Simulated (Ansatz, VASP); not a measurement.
**W in VASP and in Ansatz**

File POSCAR:

```
W
1.0
    4.6028610697      0.0000000000      0.0000000000
   -2.3014305348      3.9861946164      0.0000000000
    0.0000000000      0.0000000000      2.5568955398
W
3
Direct
    0.0000000000      1.0000000000      0.0000000000
    0.3333333333      0.6666666667      0.5000000000
    0.6666666667      0.3333333333      0.5000000000
```

File INCAR.step1:

```
PREC     = Accurate       # precision mode
ENCUT    = 520            # plane-wave cutoff, eV
ISMEAR   = -1             # smearing method
SIGMA    = 0.1            # smearing width, eV
LREAL    = F              # projectors in reciprocal space
LASPH    = T              # aspherical terms in the spheres
NELM     = 80             # most SCF steps
NBANDS   = 28             # bands
GGA      = PE             # functional
ALGO     = Normal         # electronic algorithm
EDIFF    = 1E-4           # SCF threshold, eV
LWAVE    = T              # write WAVECAR
LCHARG   = F              # write CHGCAR
```

INCAR.step2

```
PREC     = Accurate       # precision mode
ENCUT    = 520            # plane-wave cutoff, eV
EDIFF    = 1E-6           # SCF threshold, eV
ISMEAR   = -1             # smearing method
SIGMA    = 0.1            # smearing width, eV
LREAL    = F              # projectors in reciprocal space
LASPH    = T              # aspherical terms in the spheres
NELM     = 80             # most SCF steps
ALGO     = Normal         # electronic algorithm
ISIF     = 2              # what is computed and relaxed
LWAVE    = F              # write WAVECAR
LCHARG   = F              # write CHGCAR
METAGGA  = R2SCAN         # meta-GGA
LMIXTAU  = T            
NBANDS   = 28             # bands
ISTART   = 1
```

KPOINTS

```
regular mesh
0
Gamma
  9 9 14
```

Input for Ansatz:

```yaml
crystal:
  lattice:
    - [4.6028610697, 0.0, 0.0]
    - [-2.3014305348, 3.9861946164, 0.0]
    - [0.0, 0.0, 2.5568955398]
  atoms:
    - { symbol: W, position: [0.0, 1.0, 0.0] }
    - { symbol: W, position: [0.3333333333, 0.6666666667, 0.5] }
    - { symbol: W, position: [0.6666666667, 0.3333333333, 0.5] }
hamiltonian:
  xc: r2scan
  pseudopotentials:
    kind: paw
    azcp:
      W: "pseudopotentials/W.paw.azcp"
basis:
  ecutwfc: 500
  fft_grid_basis: typed
kpoints:
  mp_grid: { grid: [9, 9, 14], shift: [0, 0, 0] }
magnetization:
  spin_polarized: false
scf:
  occupations: { method: fermi_dirac, width: 0.1 }
  lower_state_search: "off"
output:
  stress: true
```

Alike in both runs: task single point; functional r2SCAN; k mesh 9 × 9 × 14; occupations fermi-dirac, width 0.1 eV; no spin polarisation.

|  | VASP | Ansatz |
| --- | --- | --- |
| version | VASP 6.6.1 | Ansatz 0.2.0 |
| potentials or method | VASP PAW PBE potentials, release 64 (W_sv), cutoff 520 eV | plane waves (500 eV) with PAW, scalar-relativistic |
| valence electrons in the cell | 42 | 42 |

Ansatz gave:

```
pressure (GPa)                                                : 12.9
traceless stress, the component that is largest in VASP (GPa) : -0.43
```

Q: What did VASP give for the same quantities?

A: Pressure (GPa): 14.5; traceless stress, the component that is largest in VASP (GPa): 0.04.

VASP's potentials were made for PBE, not for r2SCAN.

Neither program's run includes spin-orbit coupling.
